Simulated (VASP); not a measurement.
# Ga2BAs3 (P4/mmm) in VASP: notebook, part 2 of 2

VASP 6.6.1. The steps go on from the part before.

**3. Single point, PBE**

This run uses another cell than the first one, of 23.39 Å³/atom.

The input, INCAR:

```
SYSTEM = Ga2BAs3
PREC = Accurate ; ENCUT = 520
EDIFF = 1E-7 ; ISMEAR = 0
SIGMA = 0.1 ; LREAL = .FALSE.
LASPH = .TRUE. ; NELM = 80
ALGO = Normal ; ISIF = 2
LWAVE = .FALSE. ; LCHARG = .TRUE.
GGA = PE ; LELF = .TRUE.
LVHAR = .TRUE. ; NBANDS = 31
```

The input, KPOINTS:

```
Automatic mesh
0
G
  6 6 2
  0 0 0
```

The input, POSCAR:

```
Ga2BAs3
1.0
    3.5386472400      0.0000000000      0.0000000000
    0.0000000000      3.5386472400      0.0000000000
    0.0000000000      0.0000000000     11.2051749700
Ga B As
2 1 3
Direct
    0.0000000000      0.0000000000      0.3334420000
    0.0000000000      0.0000000000      0.6665580000
    0.0000000000      0.0000000000      0.0000000000
    0.5000000000      0.5000000000      0.1787200000
    0.5000000000      0.5000000000      0.5000000000
    0.5000000000      0.5000000000      0.8212800000
```

Potentials or basis: VASP PAW PBE potentials, release 64 (Ga_d, B, As).

On the command line:

```console
$ cat potpaw_PBE.64/Ga_d/POTCAR potpaw_PBE.64/B/POTCAR potpaw_PBE.64/As/POTCAR > POTCAR
$ mpirun -np 1 vasp_std > vasp.out
```

OUTCAR:

```text
SYSTEM = Ga2BAs3
   PREC = Accurate
   ENCUT = 520
   EDIFF = 1E-7
   ISMEAR = 0
   LREAL = .FALSE.
   LASPH = .TRUE.
   NELM = 80
   ISIF = 2
   GGA = PE

 ion  position               nearest neighbor table
   1  0.000  0.000  0.333-
   2  0.000  0.000  0.667-
   3  0.000  0.000  0.000-
   4  0.500  0.500  0.179-
   5  0.500  0.500  0.500-
   6  0.500  0.500  0.821-

  LATTYP: Found a simple tetragonal cell.
 ALAT       =     3.5386472400
 C/A-ratio  =     3.1665137014

  Lattice vectors:

 A1 = (   3.5386472400,   0.0000000000,   0.0000000000)
 A2 = (   0.0000000000,   3.5386472400,   0.0000000000)
 A3 = (   0.0000000000,   0.0000000000,  11.2051749700)

Analysis of symmetry for initial positions (statically):
=====================================================================
 Subroutine PRICEL returns:
 Original cell was already a primitive cell.

 Routine SETGRP: Setting up the symmetry group for a
 simple tetragonal supercell.

 Subroutine GETGRP returns: Found 16 space group operations
 (whereof 16 operations were pure point group operations)
 out of a pool of 16 trial point group operations.

The static configuration has the point symmetry D_4h.

Analysis of symmetry for dynamics (positions and initial velocities):
=====================================================================
 Subroutine PRICEL returns:
 Original cell was already a primitive cell.

 Routine SETGRP: Setting up the symmetry group for a
 simple tetragonal supercell.

 Subroutine GETGRP returns: Found 16 space group operations
[... 120 lines left out ...]
   EFERMI =   0.00;   METHOD = LEGACY
   ISMEAR =     0;   SIGMA  =   0.10  broadening in eV -4-tet -1-fermi 0-gaus
   EFERMI_NEDOS =   21; number of points for ismear=-14 and -15
   IALGO  =     38    algorithm
   IMIX   =      4    mixing-type and parameters
     AMIX     =   0.40;   BMIX     =  1.00
     AMIX_MAG =   1.60;   BMIX_MAG =  1.00
  volume/ion in A,a.u.               =      23.39       157.81
  Fermi-wavevector in a.u.,A,eV,Ry     =   1.112230  2.101810 16.831167  1.237056
  Thomas-Fermi vector in A             =   2.248802
   LORBIT       =      0    0 simple, 1 ext, 2 COOP (PROOUT), +10 PAW based schemes
   GGA     = PE    functional components
   LHFCALC =     F    Hartree Fock is set to
   AEXX    =    0.0000 exact exchange contribution
   IVDW    =     0    specifies the selected vdW correction
   LEPSILON=     F    determine dielectric tensor
   LRPA    =     F    only Hartree local field effects (RPA)
 non-spin polarized calculation
 Gauss-broadening in eV      SIGMA  =   0.10
  energy-cutoff  :      520.00
  volume of cell :      140.31
 maximum number of plane-waves:      3834
 NGX is ok and might be reduce to    28
   NGX = 13   NGY = 13   NGZ = 41

 number of electron      44.0000026 magnetization

 Free energy of the ion-electron system (eV)
  ---------------------------------------------------
  ext. energy  EPLUGINS =         0.00000000
  ---------------------------------------------------
  free energy    TOTEN  =       -20.31084985 eV

  energy without entropy =      -20.29595272  energy(sigma->0) =      -20.30340128

 E-fermi :   3.1396     XC(G=0):  -9.5761

 val. band max:        3.1315813991   @ k =   0.0000   0.0000   0.5000
 cond. band min:       3.1755461380   @ k =   0.1667   0.1667   0.5000
 fundamental gap:      0.0439647388
 Fermi energy:         3.1396273665

 k-point     1 :       0.0000    0.0000    0.0000
  band No.  band energies     occupation
      1     -11.4637      2.00000
      2     -11.4623      2.00000
      3     -11.4423      2.00000
      4     -11.4260      2.00000
      5     -11.4194      2.00000
      6     -11.4194      2.00000
[... 669 lines left out ...]
     30       6.0419      0.00000
     31       6.0419      0.00000

------------------------ aborting loop because EDIFF is reached ----------------------------------------

  FORCE on cell =-STRESS in cart. coord.  units (eV):
  Direction    XX          YY          ZZ          XY          YZ          ZX
  --------------------------------------------------------------------------------------
  -------------------------------------------------------------------------------------
  Total       -8.5641475     -8.5641475     -8.9114549      0.0000000      0.0000000      0.0000000
  in kB      -97.7915969    -97.7915969   -101.7574024      0.0000000      0.0000000      0.0000000
  external PRESSURE =     -99.1135320 kB  Pullay stress =       0.0000000 kB

 VOLUME and BASIS-vectors are now :
 -----------------------------------------------------------------------------
  energy-cutoff  :      520.00
  volume of cell :      140.31
      direct lattice vectors                 reciprocal lattice vectors
     3.538647240  0.000000000  0.000000000     0.282593865  0.000000000  0.000000000
     0.000000000  3.538647240  0.000000000     0.000000000  0.282593865  0.000000000
     0.000000000  0.000000000 11.205174970     0.000000000  0.000000000  0.089244479

 POSITION                                       TOTAL-FORCE (eV/Angst)
 -----------------------------------------------------------------------------------
      0.00000      0.00000      3.73628         0.000000     -0.000000     -0.016373
      0.00000      0.00000      7.46890        -0.000000     -0.000000      0.016373
      0.00000      0.00000      0.00000         0.000000     -0.000000      0.000000
      1.76932      1.76932      2.00259         0.000000      0.000000     -0.311295
      1.76932      1.76932      5.60259         0.000000     -0.000000      0.000000
      1.76932      1.76932      9.20259        -0.000000      0.000000      0.311295
 -----------------------------------------------------------------------------------
    total drift:                               -0.000000      0.000000      0.000000

  FREE ENERGIE OF THE ION-ELECTRON SYSTEM (eV)
  ---------------------------------------------------
  free  energy   TOTEN  =       -20.3108498467 eV

  energy  without entropy=      -20.2959527175  energy(sigma->0) =      -20.30340128
```

Wall time 43 s (1 thread of Intel Xeon 6975P-C (Granite Rapids), shared host); peak memory 0.28 GiB.

Results:

* Free energy: -20.3108 eV
* Pressure: -9.9 GPa
* Largest force: 0.311 eV/Å
* Band gap on the k mesh: zero (bands 22 and 23 overlap by 2.93 eV)

Forces on the atoms (eV/Å):
```
Ga   0.000  0.000 -0.016
Ga   0.000  0.000  0.016
B    0.000  0.000  0.000
As   0.000  0.000 -0.311
As   0.000  0.000  0.000
As   0.000  0.000  0.311
```

Stress tensor (GPa, compression positive):
```
 -9.78   0.00   0.00
  0.00  -9.78   0.00
  0.00   0.00 -10.18
```

Caveat: the cell stands under tension.

The gap in the log of VASP goes by the Fermi energy; the results here count the filled bands.